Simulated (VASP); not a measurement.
# BN (Fmm2) in VASP: a series of runs, part 2 of 2

VASP 6.6.1.

**3. Single point, PBE (strained)**

The input, INCAR:

```
PREC = Accurate
ENCUT = 520
EDIFF = 1E-6
ISMEAR = 0
SIGMA = 0.02
LREAL = F
LASPH = T
NELM = 80
ALGO = Normal
ISIF = 2
LWAVE = F
LCHARG = F
GGA = PE
NBANDS = 11
```

The input, KPOINTS:

```
Automatic mesh
0
Gamma
  12 12 12
```

The input, POSCAR:

```
BN
1.0
    0.0000000000      3.5745546399      2.3369741779
    1.2705567774      0.0000000000      2.3369741779
    1.2705567774      3.5745546399      0.0000000000
B N
1 1
Direct
    0.0069735661      0.0069735661      0.9930264339
    0.6597264239      0.6597264239      0.3402735761
```

Potentials or basis: VASP PAW PBE potentials, release 64 (B, N).

Run with:

```bash
cat potpaw_PBE.64/B/POTCAR potpaw_PBE.64/N/POTCAR > POTCAR
mpirun -np 1 vasp_std > vasp.out
```

OUTCAR:

```text
PREC = Accurate
   ENCUT = 520
   EDIFF = 1E-6
   ISMEAR = 0
   LREAL = F
   LASPH = T
   NELM = 80
   ISIF = 2
   GGA = PE

 ion  position               nearest neighbor table
   1  0.007  0.007  0.993-   2 1.46   2 1.46   2 1.62
   2  0.660  0.660  0.340-   1 1.46   1 1.46   1 1.62

  LATTYP: Found a face centered orthorhombic cell.
 ALAT       =     2.5411135548
 B/A-ratio  =     1.8393307717
 C/A-ratio  =     2.8133765476

  Lattice vectors:

 A1 = (   0.0000000000,   3.5745546399,   2.3369741779)
 A2 = (  -1.2705567774,   3.5745546399,   0.0000000000)
 A3 = (  -1.2705567774,   0.0000000000,   2.3369741779)

Analysis of symmetry for initial positions (statically):
=====================================================================
 Subroutine PRICEL returns:
 Original cell was already a primitive cell.

 Routine SETGRP: Setting up the symmetry group for a
 face centered orthorhombic supercell.

 Subroutine GETGRP returns: Found  4 space group operations
 (whereof  4 operations were pure point group operations)
 out of a pool of  8 trial point group operations.

The static configuration has the point symmetry C_2v.

Analysis of symmetry for dynamics (positions and initial velocities):
=====================================================================
 Subroutine PRICEL returns:
 Original cell was already a primitive cell.

 Routine SETGRP: Setting up the symmetry group for a
 face centered orthorhombic supercell.

 Subroutine GETGRP returns: Found  4 space group operations
 (whereof  4 operations were pure point group operations)
 out of a pool of  8 trial point group operations.

The dynamic configuration has the point symmetry C_2v.

 Subroutine INISYM returns: Found  4 space group operations
 (whereof  4 operations are pure point group operations),
 and found     1 'primitive' translations

----------------------------------------------------------------------------------------

                                     Primitive cell

  volume of cell :      21.2276

  direct lattice vectors                    reciprocal lattice vectors
     0.000000000  3.574554640  2.336974178    -0.393528262  0.139877565  0.213951872
     1.270556777  0.000000000  2.336974178     0.393528262 -0.139877565  0.213951872
     1.270556777  3.574554640  0.000000000     0.393528262  0.139877565 -0.213951872

  length of vectors
     4.270701252  2.660030607  3.793646715     0.469260727  0.469260727  0.469260727

  position of ions in fractional coordinates (direct lattice)
     0.006973566  0.006973566  0.993026434
     0.659726424  0.659726424  0.340273576

  ion indices of the primitive-cell ions
   primitive index   ion index
                 1           1
                 2           2

----------------------------------------------------------------------------------------

 KPOINTS: Automatic mesh

Automatic generation of k-mesh.
 Grid dimensions read from file:
 generate k-points for:   12   12   12

 Generating k-lattice:

  Cartesian coordinates                     Fractional coordinates (reciprocal lattice)
[... 21 lines left out ...]
  0.333333  0.000000 -0.000000      8.000000
  0.416667  0.000000  0.000000      8.000000
[... 16 lines left out ...]
  0.500000  0.166667 -0.000000      8.000000
 -0.416667  0.166667 -0.000000      8.000000
 [... further k-points ...]
   k-points           NKPTS =    280   k-points in BZ     NKDIM =    280   number of bands    NBANDS=     11
   number of dos      NEDOS =    301   number of ions     NIONS =      2
   total plane-waves  NPLWV =  17920
   dimension x,y,z NGX =    32 NGY =   20 NGZ =   28
   dimension x,y,z NGXF=    64 NGYF=   40 NGZF=   56
   ions per type =               1   1
   NGX,Y,Z   is equivalent  to a cutoff of  12.46, 12.50, 12.27 a.u.
   NGXF,Y,Z  is equivalent  to a cutoff of  24.91, 25.00, 24.54 a.u.
 SYSTEM =  unknown system
   PREC   = accura    normal or accurate (medium, high low for compatibility)
   ISTART =      0    job   : 0-new  1-cont  2-samecut
   ICHARG =      2    charge: 1-file 2-atom 10-const
   ISPIN  =      1    spin polarized calculation?
   LNONCOLLINEAR =      F non collinear calculations
   LSORBIT =      F    spin-orbit coupling
   LASPH  =      T    aspherical Exc in radial PAW
   ENCUT  =  520.0 eV  38.22 Ry    6.18 a.u.   7.94  4.95  7.05*2*pi/ulx,y,z
   NELM   =     80;   NELMIN=  2; NELMDL= -5     # of ELM steps
   EDIFF  = 0.1E-05   stopping-criterion for ELM
   LREAL  =      F    real-space projection
   EDIFFG = 0.1E-04   stopping-criterion for IOM
   NSW    =      0    number of steps for IOM
   IBRION =     -1    ionic relax: 0-MD 1-quasi-New 2-CG
   NFREE  =      0    steps in history (QN), initial steepest desc. (CG)
   ISIF   =      2    stress and relaxation
   ISYM   =      2    0-nonsym 1-usesym 2-fastsym
   POTIM  = 0.5000    time-step for ionic-motion
   TEBEG  =    0.0;   TEEND  =   0.0 temperature during run
   PSTRESS=    0.0 pullay stress
   NELECT =       8.0000    total number of electrons
   NUPDOWN=      -1.0000    fix difference up-down
   EMIN   =  10.00;   EMAX   =-10.00  energy-range for DOS
   EFERMI =   0.00;   METHOD = LEGACY
   ISMEAR =     0;   SIGMA  =   0.02  broadening in eV -4-tet -1-fermi 0-gaus
   EFERMI_NEDOS =   21; number of points for ismear=-14 and -15
   IALGO  =     38    algorithm
   IMIX   =      4    mixing-type and parameters
     AMIX     =   0.40;   BMIX     =  1.00
     AMIX_MAG =   1.60;   BMIX_MAG =  1.00
  volume/ion in A,a.u.               =      10.61        71.63
  Fermi-wavevector in a.u.,A,eV,Ry     =   1.182510  2.234620 19.025436  1.398330
  Thomas-Fermi vector in A             =   2.318763
   LORBIT       =      0    0 simple, 1 ext, 2 COOP (PROOUT), +10 PAW based schemes
   GGA     = PE    functional components
   LHFCALC =     F    Hartree Fock is set to
   AEXX    =    0.0000 exact exchange contribution
   IVDW    =     0    specifies the selected vdW correction
   LEPSILON=     F    determine dielectric tensor
   LRPA    =     F    only Hartree local field effects (RPA)
 non-spin polarized calculation
 Gauss-broadening in eV      SIGMA  =   0.02
  energy-cutoff  :      520.00
  volume of cell :       21.23
 maximum number of plane-waves:       590
   NGX = 15   NGY =  9   NGZ = 15

 number of electron       7.9999999 magnetization

 Free energy of the ion-electron system (eV)
  ---------------------------------------------------
  ext. energy  EPLUGINS =         0.00000000
  ---------------------------------------------------
  free energy    TOTEN  =       -17.27603269 eV

  energy without entropy =      -17.27603269  energy(sigma->0) =      -17.27603269

 E-fermi :   1.4191     XC(G=0):  -9.3206

 val. band max:        1.2723416075   @ k =   0.5000  -0.3333   0.1667
 cond. band min:       5.2322981598   @ k =   0.0000   0.5000   0.5000
 fundamental gap:      3.9599565523
 Fermi energy:         1.4190625684

 k-point     1 :       0.0000    0.0000    0.0000
  band No.  band energies     occupation
      1     -15.8295      2.00000
      2      -2.6346      2.00000
      3      -0.8138      2.00000
      4       0.2268      2.00000
      5       5.8799      0.00000
      6       9.8602      0.00000
      7      12.7952      0.00000
      8      13.3069      0.00000
      9      14.0911      0.00000
     10      24.6141      0.00000
     11      26.3645      0.00000
[... 309 lines left out ...]
 k-point    24 :      -0.4167    0.1667   -0.0000
  band No.  band energies     occupation
      1     -12.8260      2.00000
      2      -6.9253      2.00000
      3      -3.9810      2.00000
      4       0.8824      2.00000
      5       5.5527      0.00000
      6      10.8529      0.00000
      7      13.8272      0.00000
      8      15.6025      0.00000
      9      18.7554      0.00000
     10      19.3907      0.00000
     11      22.1986      0.00000

 [... further k-points ...]

------------------------ aborting loop because EDIFF is reached ----------------------------------------

  FORCE on cell =-STRESS in cart. coord.  units (eV):
  Direction    XX          YY          ZZ          XY          YZ          ZX
  --------------------------------------------------------------------------------------
  -------------------------------------------------------------------------------------
  Total       -1.6532202      0.1577832     -6.1177757      0.0000000      0.0000000      0.0000000
  in kB     -124.7789608     11.9088942   -461.7471300      0.0000000      0.0000000      0.0000000
  external PRESSURE =    -191.5390655 kB  Pullay stress =       0.0000000 kB

 VOLUME and BASIS-vectors are now :
 -----------------------------------------------------------------------------
  energy-cutoff  :      520.00
  volume of cell :       21.23
      direct lattice vectors                 reciprocal lattice vectors
     0.000000000  3.574554640  2.336974178    -0.393528262  0.139877565  0.213951872
     1.270556777  0.000000000  2.336974178     0.393528262 -0.139877565  0.213951872
     1.270556777  3.574554640  0.000000000     0.393528262  0.139877565 -0.213951872

 POSITION                                       TOTAL-FORCE (eV/Angst)
 -----------------------------------------------------------------------------------
      1.27056      3.57455      0.03259         0.000000      0.000000     -1.620215
      1.27056      3.57455      3.08353         0.000000      0.000000      1.620215
 -----------------------------------------------------------------------------------
    total drift:                               -0.000005      0.000007      0.000078

  FREE ENERGIE OF THE ION-ELECTRON SYSTEM (eV)
  ---------------------------------------------------
  free  energy   TOTEN  =       -17.2760326874 eV

  energy  without entropy=      -17.2760326874  energy(sigma->0) =      -17.27603269
```

stdout:

```text
POSCAR found type information on POSCAR B N
 POSCAR found :  2 types and       2 ions
 scaLAPACK will be used
 LDA part: xc-table for (Slater+PW92), standard interpolation
 POSCAR, INCAR and KPOINTS ok, starting setup
 FFT: planning ... GRIDC
 FFT: planning ... GRID_SOFT
 FFT: planning ... GRID
 WAVECAR not read
 entering main loop
```

Run time: 100 s. Hardware: 1 thread of Intel Xeon 8259CL, shared host; peak memory 0.19 GiB.

Results:

| Property | Result |
| --- | --- |
| Free energy | -17.2760 eV |
| Pressure | -19.2 GPa |
| Largest force | 1.620 eV/Å |
| Band gap on the k mesh | 3.96 eV (least direct gap 4.38 eV) |

Forces in eV/Å, atoms in the order of the input:
```
B    0.000  0.000 -1.620
N    0.000  0.000  1.620
```

Caveat: the cell differs from its parent crystal (strained); the stress differs along the axes, from -46 to 1 GPa; forces of over 1 eV/Å act on the atoms, so gaps and moduli don't describe the material at rest. A k mesh can miss the band edges.
